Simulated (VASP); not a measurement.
# ZnSe in VASP: single point with PBE

Aim: the single point of ZnSe with PBE.

All numbers are computed with VASP 6.6.1; they aren't measurements. Logs are shortened: lines on timing, memory, paths and dates and some standing lists are left out, and cuts for length are marked.

### 1 The cell of the first run

The cell holds a slab with vacuum, 2 atoms: a = 4.054 Å, b = 5.733 Å, c = 16.000 Å, α = 90.00°, β = 90.00°, γ = 90.00°.

### 2 Single point, PBE

Contents of INCAR:

```
SYSTEM = ZnSe
ALGO = Normal ; DIPOL = 0.5 0.5 0.500
EDIFF = 1E-6 ; ENCUT = 520
GGA = PE ; IDIPOL = 3
ISIF = 2 ; ISMEAR = -1
LASPH = .True. ; LCHARG = .False.
LDIPOL = .True. ; LREAL = .False.
LWAVE = .False. ; NBANDS = 16
NELM = 100 ; PREC = Accurate
SIGMA = 0.02
```

Contents of KPOINTS:

```
k-points
0
Gamma
  6 5 1
  0 0 0
```

Contents of POSCAR:

```
ZnSe
1.0
    4.0536314784      0.0000000000      0.0000000000
    0.0000000000      5.7327006135      0.0000000000
    0.0000000000      0.0000000000     16.0000000000
Zn Se
1 1
Direct
    0.2500000000      0.1250000000      0.5000000000
    0.7500000000      0.8750000000      0.5000000000
```

Potentials or basis: VASP PAW PBE potentials, release 64 (Zn, Se).

Command:

```sh
$ cat potpaw_PBE.64/Zn/POTCAR potpaw_PBE.64/Se/POTCAR > POTCAR
$ mpirun -np 1 vasp_std > vasp.out
```

OUTCAR:

```text
SYSTEM = ZnSe
   EDIFF = 1E-6
   ENCUT = 520
   GGA = PE
   ISIF = 2
   ISMEAR = -1
   LASPH = .True.
   LREAL = .False.
   NELM = 100
   PREC = Accurate

 ion  position               nearest neighbor table
   1  0.250  0.125  0.500-   2 2.48   2 2.48
   2  0.750  0.875  0.500-   1 2.48   1 2.48

  LATTYP: Found a simple orthorhombic cell.
 ALAT       =     4.0536314784
 B/A-ratio  =     1.4142135623
 C/A-ratio  =     3.9470780916

  Lattice vectors:

 A1 = (   4.0536314784,   0.0000000000,   0.0000000000)
 A2 = (   0.0000000000,   5.7327006135,   0.0000000000)
 A3 = (   0.0000000000,   0.0000000000,  16.0000000000)

Analysis of symmetry for initial positions (statically):
=====================================================================
 Subroutine PRICEL returns:
 Original cell was already a primitive cell.

 Routine SETGRP: Setting up the symmetry group for a
 simple orthorhombic supercell.

 Subroutine GETGRP returns: Found  4 space group operations
 (whereof  2 operations were pure point group operations)
 out of a pool of  8 trial point group operations.

The static configuration has the point symmetry C_1h.
 The point group associated with its full space group is C_2v.

Analysis of symmetry for dynamics (positions and initial velocities):
=====================================================================
 Subroutine PRICEL returns:
 Original cell was already a primitive cell.

 Routine SETGRP: Setting up the symmetry group for a
 simple orthorhombic supercell.

 Subroutine GETGRP returns: Found  4 space group operations
 (whereof  2 operations were pure point group operations)
 out of a pool of  8 trial point group operations.

The dynamic configuration has the point symmetry C_1h.
 The point group associated with its full space group is C_2v.

 Subroutine INISYM returns: Found  4 space group operations
 (whereof  2 operations are pure point group operations),
 and found     1 'primitive' translations

----------------------------------------------------------------------------------------

                                     Primitive cell

  volume of cell :     371.8121

  direct lattice vectors                    reciprocal lattice vectors
     4.053631478  0.000000000  0.000000000     0.246692381  0.000000000  0.000000000
     0.000000000  5.732700613  0.000000000     0.000000000  0.174437855  0.000000000
     0.000000000  0.000000000 16.000000000     0.000000000  0.000000000  0.062500000

  length of vectors
     4.053631478  5.732700613 16.000000000     0.246692381  0.174437855  0.062500000

  position of ions in fractional coordinates (direct lattice)
     0.250000000  0.125000000  0.500000000
     0.750000000  0.875000000  0.500000000

  ion indices of the primitive-cell ions
   primitive index   ion index
                 1           1
                 2           2

----------------------------------------------------------------------------------------

 KPOINTS: k-points

Automatic generation of k-mesh.
 Grid dimensions read from file:
 generate k-points for:    6    5    1

 Generating k-lattice:

  Cartesian coordinates                     Fractional coordinates (reciprocal lattice)
     0.041115397  0.000000000  0.000000000     0.166666667  0.000000000  0.000000000
     0.000000000  0.034887571  0.000000000     0.000000000  0.200000000  0.000000000
     0.000000000  0.000000000  0.062500000     0.000000000  0.000000000  1.000000000

  Length of vectors
     0.041115397  0.034887571  0.062500000

  Shift w.r.t. Gamma in fractional coordinates (k-lattice)
     0.000000000  0.000000000  0.000000000

 Subroutine IBZKPT returns following result:
 ===========================================

 Found     12 irreducible k-points:

 Following reciprocal coordinates:
            Coordinates               Weight
  0.000000  0.000000  0.000000      1.000000
  0.166667  0.000000  0.000000      2.000000
  0.333333  0.000000  0.000000      2.000000
  0.500000  0.000000  0.000000      1.000000
  0.000000  0.200000  0.000000      2.000000
  0.166667  0.200000  0.000000      4.000000
  0.333333  0.200000  0.000000      4.000000
  0.500000  0.200000  0.000000      2.000000
  0.000000  0.400000  0.000000      2.000000
  0.166667  0.400000  0.000000      4.000000
  0.333333  0.400000  0.000000      4.000000
  0.500000  0.400000  0.000000      2.000000
   k-points           NKPTS =     12   k-points in BZ     NKDIM =     12   number of bands    NBANDS=     16
   number of dos      NEDOS =    301   number of ions     NIONS =      2
   total plane-waves  NPLWV = 172800
   dimension x,y,z NGX =    30 NGY =   48 NGZ =  120
   dimension x,y,z NGXF=    60 NGYF=   96 NGZF=  240
   ions per type =               1   1
   NGX,Y,Z   is equivalent  to a cutoff of  12.30, 13.92, 12.47 a.u.
   NGXF,Y,Z  is equivalent  to a cutoff of  24.61, 27.84, 24.94 a.u.
 SYSTEM =  ZnSe
   PREC   = accura    normal or accurate (medium, high low for compatibility)
   ISTART =      0    job   : 0-new  1-cont  2-samecut
   ICHARG =      2    charge: 1-file 2-atom 10-const
   ISPIN  =      1    spin polarized calculation?
   LNONCOLLINEAR =      F non collinear calculations
   LSORBIT =      F    spin-orbit coupling
   LASPH  =      T    aspherical Exc in radial PAW
   ENCUT  =  520.0 eV  38.22 Ry    6.18 a.u.   7.54 10.66 29.75*2*pi/ulx,y,z
   NELM   =    100;   NELMIN=  2; NELMDL= -5     # of ELM steps
   EDIFF  = 0.1E-05   stopping-criterion for ELM
   LREAL  =      F    real-space projection
   EDIFFG = 0.1E-04   stopping-criterion for IOM
   NSW    =      0    number of steps for IOM
   IBRION =     -1    ionic relax: 0-MD 1-quasi-New 2-CG
   NFREE  =      0    steps in history (QN), initial steepest desc. (CG)
   ISIF   =      2    stress and relaxation
   ISYM   =      2    0-nonsym 1-usesym 2-fastsym
   POTIM  = 0.5000    time-step for ionic-motion
   TEBEG  =    0.0;   TEEND  =   0.0 temperature during run
   PSTRESS=    0.0 pullay stress
   NELECT =      18.0000    total number of electrons
   NUPDOWN=      -1.0000    fix difference up-down
   EMIN   =  10.00;   EMAX   =-10.00  energy-range for DOS
   EFERMI =   0.00;   METHOD = LEGACY
   ISMEAR =    -1;   SIGMA  =   0.02  broadening in eV -4-tet -1-fermi 0-gaus
   EFERMI_NEDOS =   21; number of points for ismear=-14 and -15
   IALGO  =     38    algorithm
   IMIX   =      4    mixing-type and parameters
     AMIX     =   0.40;   BMIX     =  1.00
     AMIX_MAG =   1.60;   BMIX_MAG =  1.00
  volume/ion in A,a.u.               =     185.91      1254.56
  Fermi-wavevector in a.u.,A,eV,Ry     =   0.596657  1.127518  4.843663  0.355999
  Thomas-Fermi vector in A             =   1.647085
   LORBIT       =      0    0 simple, 1 ext, 2 COOP (PROOUT), +10 PAW based schemes
   GGA     = PE    functional components
[... 5 lines left out ...]
 non-spin polarized calculation
  energy-cutoff  :      520.00
  volume of cell :      371.81
 maximum number of plane-waves:     10042
   NGX = 15   NGY = 21   NGZ = 59

 dipolmoment           0.000000      0.000000      0.000000 electrons x Angstroem

 number of electron      18.0000017 magnetization

 dipolmoment           0.000000      0.000000     -0.000000 electrons x Angstroem

 Free energy of the ion-electron system (eV)
  ---------------------------------------------------
  ext. energy  EPLUGINS =         0.00000000
  ---------------------------------------------------
  free energy    TOTEN  =        -4.15511638 eV

  energy without entropy =       -4.15511638  energy(sigma->0) =       -4.15511638

 E-fermi :  -4.1665     XC(G=0):  -2.0480

 val. band max:       -4.6076832261   @ k =   0.5000   0.4000   0.0000
 cond. band min:      -3.7395763117   @ k =   0.0000   0.0000   0.0000
 fundamental gap:      0.8681069144
 Fermi energy:        -4.1664520429

 k-point     1 :       0.0000    0.0000    0.0000
  band No.  band energies     occupation
      1     -16.1140      2.00000
      2     -11.1653      2.00000
      3     -11.0679      2.00000
      4     -11.0553      2.00000
      5     -10.9700      2.00000
      6     -10.9439      2.00000
[... 8 lines left out ...]
     15       1.5476      0.00000
     16       2.9266      0.00000

 k-point     2 :       0.1667    0.0000    0.0000
  band No.  band energies     occupation
      1     -16.0442      2.00000
      2     -11.1543      2.00000
      3     -11.0528      2.00000
      4     -11.0519      2.00000
      5     -10.9555      2.00000
      6     -10.9468      2.00000
[... 8 lines left out ...]
     15       1.6539      0.00000
     16       2.2875      0.00000

 k-point     3 :       0.3333    0.0000    0.0000
  band No.  band energies     occupation
      1     -15.8964      2.00000
      2     -11.1223      2.00000
      3     -11.0471      2.00000
      4     -11.0019      2.00000
      5     -10.9792      2.00000
      6     -10.9029      2.00000
[... 8 lines left out ...]
     15       2.2733      0.00000
     16       2.5778      0.00000

 k-point     4 :       0.5000    0.0000    0.0000
  band No.  band energies     occupation
      1     -15.8179      2.00000
      2     -11.1055      2.00000
      3     -11.0435      2.00000
      4     -10.9916      2.00000
      5     -10.9514      2.00000
      6     -10.8865      2.00000
[... 8 lines left out ...]
     15       2.7511      0.00000
     16       2.7758      0.00000

 k-point     5 :       0.0000    0.2000    0.0000
  band No.  band energies     occupation
      1     -16.1098      2.00000
      2     -11.1659      2.00000
      3     -11.0659      2.00000
      4     -11.0557      2.00000
      5     -10.9714      2.00000
      6     -10.9439      2.00000
[... 8 lines left out ...]
     15       1.7216      0.00000
     16       2.9747      0.00000

 k-point     6 :       0.1667    0.2000    0.0000
  band No.  band energies     occupation
      1     -16.0406      2.00000
      2     -11.1541      2.00000
      3     -11.0532      2.00000
      4     -11.0508      2.00000
      5     -10.9555      2.00000
      6     -10.9467      2.00000
[... 8 lines left out ...]
     15       1.8081      0.00000
     16       2.2757      0.00000

 k-point     7 :       0.3333    0.2000    0.0000
  band No.  band energies     occupation
      1     -15.8941      2.00000
      2     -11.1206      2.00000
      3     -11.0473      2.00000
      4     -11.0018      2.00000
      5     -10.9791      2.00000
      6     -10.9001      2.00000
[... 8 lines left out ...]
     15       2.6185      0.00000
     16       2.8227      0.00000

 k-point     8 :       0.5000    0.2000    0.0000
  band No.  band energies     occupation
      1     -15.8163      2.00000
      2     -11.1038      2.00000
      3     -11.0437      2.00000
      4     -10.9914      2.00000
      5     -10.9513      2.00000
      6     -10.8818      2.00000
[... 8 lines left out ...]
     15       2.8885      0.00000
     16       2.9830      0.00000

 k-point     9 :       0.0000    0.4000    0.0000
  band No.  band energies     occupation
      1     -16.1030      2.00000
      2     -11.1671      2.00000
      3     -11.0625      2.00000
      4     -11.0564      2.00000
      5     -10.9739      2.00000
      6     -10.9438      2.00000
[... 8 lines left out ...]
     15       2.0235      0.00000
     16       2.3369      0.00000

 k-point    10 :       0.1667    0.4000    0.0000
  band No.  band energies     occupation
      1     -16.0346      2.00000
      2     -11.1538      2.00000
      3     -11.0538      2.00000
      4     -11.0488      2.00000
      5     -10.9554      2.00000
      6     -10.9467      2.00000
[... 8 lines left out ...]
     15       2.0775      0.00000
     16       2.4115      0.00000

 k-point    11 :       0.3333    0.4000    0.0000
  band No.  band energies     occupation
      1     -15.8903      2.00000
      2     -11.1177      2.00000
      3     -11.0478      2.00000
      4     -11.0016      2.00000
      5     -10.9789      2.00000
      6     -10.8956      2.00000
[... 8 lines left out ...]
     15       2.5858      0.00000
     16       3.0468      0.00000

 k-point    12 :       0.5000    0.4000    0.0000
  band No.  band energies     occupation
      1     -15.8137      2.00000
      2     -11.1010      2.00000
      3     -11.0440      2.00000
      4     -10.9912      2.00000
      5     -10.9511      2.00000
      6     -10.8741      2.00000
[... 8 lines left out ...]
     15       3.0480      0.00000
     16       3.2386      0.00000

------------------------ aborting loop because EDIFF is reached ----------------------------------------

 vacuum level on the upper side and lower side of the slab       (xc-potential included)        -0.007        -0.007

  FORCE on cell =-STRESS in cart. coord.  units (eV):
  Direction    XX          YY          ZZ          XY          YZ          ZX
  --------------------------------------------------------------------------------------
  -------------------------------------------------------------------------------------
  Total       -2.4554434     -3.1242161     -0.0010587      0.0000000      0.0000000      0.0000000
  in kB      -10.5807635    -13.4625752     -0.0045622      0.0000000      0.0000000      0.0000000
  external PRESSURE =      -8.0159670 kB  Pullay stress =       0.0000000 kB

 VOLUME and BASIS-vectors are now :
 -----------------------------------------------------------------------------
  energy-cutoff  :      520.00
  volume of cell :      371.81
      direct lattice vectors                 reciprocal lattice vectors
     4.053631478  0.000000000  0.000000000     0.246692381  0.000000000  0.000000000
     0.000000000  5.732700613  0.000000000     0.000000000  0.174437855  0.000000000
     0.000000000  0.000000000 16.000000000     0.000000000  0.000000000  0.062500000

 POSITION                                       TOTAL-FORCE (eV/Angst)
 -----------------------------------------------------------------------------------
      1.01341      0.71659      8.00000         0.000000     -1.900069      0.000000
      3.04022      5.01611      8.00000         0.000000      1.900069      0.000000
 -----------------------------------------------------------------------------------
    total drift:                                0.000000     -0.000024     -0.000000

  FREE ENERGIE OF THE ION-ELECTRON SYSTEM (eV)
  ---------------------------------------------------
  free  energy   TOTEN  =        -4.1551163772 eV

  energy  without entropy=       -4.1551163772  energy(sigma->0) =       -4.15511638

 vacuum level on the upper side and lower side of the slab         0.915         0.915
```

Run time: 60 s. Hardware: 1 thread of Intel Xeon 6975P-C (Granite Rapids), shared host; peak memory 0.42 GiB.

What came out:

* Free energy: -4.1551 eV
* Largest force: 1.900 eV/Å
* Band gap on the k mesh: 0.87 eV (least direct gap 0.98 eV)

Forces on the atoms (eV/Å):
```
Zn   0.000 -1.900  0.000
Se   0.000  1.900  0.000
```
